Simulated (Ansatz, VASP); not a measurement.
HfO2 in VASP and in Ansatz

The input INCAR:

```
SYSTEM = HfO2
PREC = Accurate
ENCUT = 520
EDIFF = 1E-7
ISMEAR = 0
SIGMA = 0.05
LREAL = .FALSE.
LASPH = .TRUE.
NELM = 100
ALGO = Normal
ISIF = 2
LWAVE = .FALSE.
LCHARG = .FALSE.
GGA = PS
NBANDS = 31
```

Contents of KPOINTS:

```
Automatic mesh
0
G
  6 6 8
  0 0 0
```

POSCAR

```
HfO2
1.0
    4.9515530954      0.0000000000      0.0000000000
    0.0000000000      4.9515530954      0.0000000000
    0.0000000000      0.0000000000      3.2904374695
Hf O
2 4
Direct
    0.0000000000      0.0000000000      0.0000000000
    0.5000000000      0.5000000000      0.5000000000
    0.1949828631      0.8050171369      0.4732102491
    0.3050171369      0.3050171369      0.0000000000
    0.6949828631      0.6949828631      0.0000000000
    0.8050171369      0.1949828631      0.5267897509
```

Input for Ansatz:

```yaml
crystal:
  lattice:
    - [4.9515530954, 0.0, 0.0]
    - [0.0, 4.9515530954, 0.0]
    - [0.0, 0.0, 3.2904374695]
  atoms:
    - { symbol: Hf, position: [0.0, 0.0, 0.0] }
    - { symbol: Hf, position: [0.5, 0.5, 0.5] }
    - { symbol: O, position: [0.1949828631, 0.8050171369, 0.4732102491] }
    - { symbol: O, position: [0.3050171369, 0.3050171369, 0.0] }
    - { symbol: O, position: [0.6949828631, 0.6949828631, 0.0] }
    - { symbol: O, position: [0.8050171369, 0.1949828631, 0.5267897509] }
basis:
  ecutwfc: 520.0
kpoints:
  mp_grid: { grid: [6, 6, 8] }
hamiltonian:
  xc: pbesol
  pseudopotentials: { kind: paw, azcp: { folder: soft_1 } }
scf:
  occupations: { method: gaussian, width: 0.05 }
output:
  forces: true
  stress: true
  eigenvalues: true
```

Change from the starting cell: mode 16 frozen in at -0.086 Å, equal normal strain along x, y and z +0.0250.

Alike in both runs: task single point; functional PBEsol; k mesh 6 × 6 × 8; occupations gaussian, width 0.05 eV; no spin polarisation.

|  | VASP | Ansatz |
| --- | --- | --- |
| version | VASP 6.6.1 | Ansatz 0.2.0 |
| potentials or method | VASP PAW PBE potentials, release 64 (Hf_pv, O), cutoff 520 eV | scalar-relativistic, plane waves, PAW |
| valence electrons in the cell | 44 | 76 |

```csv
,VASP,Ansatz,Ansatz less VASP
gap on the k mesh at the Fermi level (eV),3.58,3.63,+0.057
least direct gap on the mesh (eV),3.58,3.63,+0.057
pressure (GPa),-16.3,-13.9,+2.43
"traceless stress, the component that is largest in VASP (GPa)",-2.96,-2.55,+0.410
rms of the force components (eV/Å),0.307,0.308,+0.0009
```

VASP's potentials were made for PBE, not for PBEsol, and Ansatz warns of the same on its side. Atom by atom the forces differ by 0.021 eV/Å (rms over components). VASP's potentials hold 44 valence electrons a cell and Ansatz's 76, so a difference there can come from the potentials and not from the codes.

Neither program's run includes spin-orbit coupling.
